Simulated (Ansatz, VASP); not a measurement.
**Ru in VASP and in Ansatz**

File POSCAR:

```
Ru
1.0
    4.2955739998      0.0000000000      0.0000000000
   -2.1477869999      3.7200762077      0.0000000000
    0.0000000000      0.0000000000      2.7002432436
Ru
3
Direct
    0.0000000000      0.0000000000      0.0000000000
    0.3333333333      0.6666666667      0.5000000000
    0.6666666667      0.3333333333      0.5000000000
```

File INCAR.step1:

```
ALGO     = Normal         # electronic algorithm
EDIFF    = 1E-4           # SCF threshold, eV
ENCUT    = 520            # plane-wave cutoff, eV
GGA      = PE             # functional
ISMEAR   = -1             # smearing method
LASPH    = True           # aspherical terms in the spheres
LCHARG   = False          # write CHGCAR
LREAL    = False          # projectors in reciprocal space
LWAVE    = True           # write WAVECAR
NBANDS   = 28             # bands
NELM     = 100            # most SCF steps
PREC     = Accurate       # precision mode
SIGMA    = 0.1            # smearing width, eV
```

Contents of INCAR.step2:

```
ALGO     = Normal         # electronic algorithm
EDIFF    = 1E-7           # SCF threshold, eV
ENCUT    = 520            # plane-wave cutoff, eV
ISIF     = 2              # what is computed and relaxed
ISMEAR   = -1             # smearing method
ISTART   = 1            
LASPH    = True           # aspherical terms in the spheres
LCHARG   = False          # write CHGCAR
LMIXTAU  = True         
LREAL    = False          # projectors in reciprocal space
LWAVE    = False          # write WAVECAR
METAGGA  = R2SCAN         # meta-GGA
NBANDS   = 28             # bands
NELM     = 100            # most SCF steps
PREC     = Accurate       # precision mode
SIGMA    = 0.1            # smearing width, eV
```

Contents of KPOINTS:

```
k-points
0
Gamma
  10 10 13
```

Input for Ansatz:

```yaml
crystal:
  lattice:
    - [4.2955739998, 0.0, 0.0]
    - [-2.1477869999, 3.7200762077, 0.0]
    - [0.0, 0.0, 2.7002432436]
  atoms:
    - { symbol: Ru, position: [0.0, 0.0, 0.0] }
    - { symbol: Ru, position: [0.3333333333, 0.6666666667, 0.5] }
    - { symbol: Ru, position: [0.6666666667, 0.3333333333, 0.5] }
hamiltonian:
  xc: r2scan
  pseudopotentials:
    kind: paw
    azcp:
      Ru: "pseudopotentials/Ru.paw.azcp"
basis:
  ecutwfc: 500
  fft_grid_basis: typed
kpoints:
  mp_grid: { grid: [10, 10, 13], shift: [0, 0, 0] }
magnetization:
  spin_polarized: false
scf:
  occupations: { method: fermi_dirac, width: 0.1 }
  lower_state_search: "off"
output:
  stress: true
```

Alike in both runs: task single point; functional r2SCAN; k mesh 10 × 10 × 13; occupations fermi-dirac, width 0.1 eV; no spin polarisation.

```csv
,VASP,Ansatz
version,VASP 6.6.1,Ansatz 0.2.0
potentials or method,"VASP PAW PBE potentials, release 64 (Ru_pv), cutoff 520 eV","plane waves (500 eV) with PAW, scalar-relativistic"
valence electrons in the cell,42,48
```

|  | VASP | Ansatz | Ansatz less VASP |
| --- | --- | --- | --- |
| pressure (GPa) | -10.1 | -11.3 | -1.17 |
| traceless stress, the component that is largest in VASP (GPa) | 1.18 | 1.36 | +0.188 |

VASP's potentials were made for PBE, not for r2SCAN. The functional is the same, so the differences come from potentials, cutoffs and numerics. VASP's potentials hold 42 valence electrons a cell and Ansatz's 48, so a difference there can come from the potentials and not from the codes.
